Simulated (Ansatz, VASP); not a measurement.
GaN: VASP beside Ansatz

```xyz
8
Lattice="-3.5850 3.5850 2.8113 3.5850 -3.5850 2.8113 3.5850 3.5850 -2.8113" Properties=species:S:1:pos:R:3 pbc="T T T"
Ga    1.7925    2.6641   -0.7028
Ga    1.7925    0.9208    2.1085
Ga   -0.9208    1.7925    3.5141
Ga    4.5058    1.7925    0.7028
N     0.9311    1.7925    3.5141
N     2.6538    1.7925    0.7028
N     1.7925   -0.9311    2.1085
N     1.7925    4.5161   -0.7028
```

Alike in both runs: functional PBE; k mesh 6 × 6 × 6; occupations gaussian, width 0.02 eV; no spin polarisation.

Ansatz relaxed the structure, and its values are those at the end. VASP's run is a single point on that final structure, the one shown.

```csv
,VASP,Ansatz
version,VASP 6.6.1,Ansatz 0.2.0
potentials or method,"VASP PAW PBE potentials, release 64 (Ga_d, N), cutoff 520 eV","scalar-relativistic, plane waves, PAW"
valence electrons in the cell,72,72
```

VASP gave:

```
gap on the k mesh at the Fermi level (eV) : 1.32
least direct gap on the mesh (eV)         : 1.41
pressure (GPa)                            : -0.2
rms of the force components (eV/Å)        : 0.005
```

Task: What did Ansatz give for the same quantities?

Result: gap on the k mesh at the Fermi level (eV): 1.32; least direct gap on the mesh (eV): 1.41; pressure (GPa): 0.0; rms of the force components (eV/Å): 0.001.

The functional is the same, so the differences come from potentials, cutoffs and numerics.
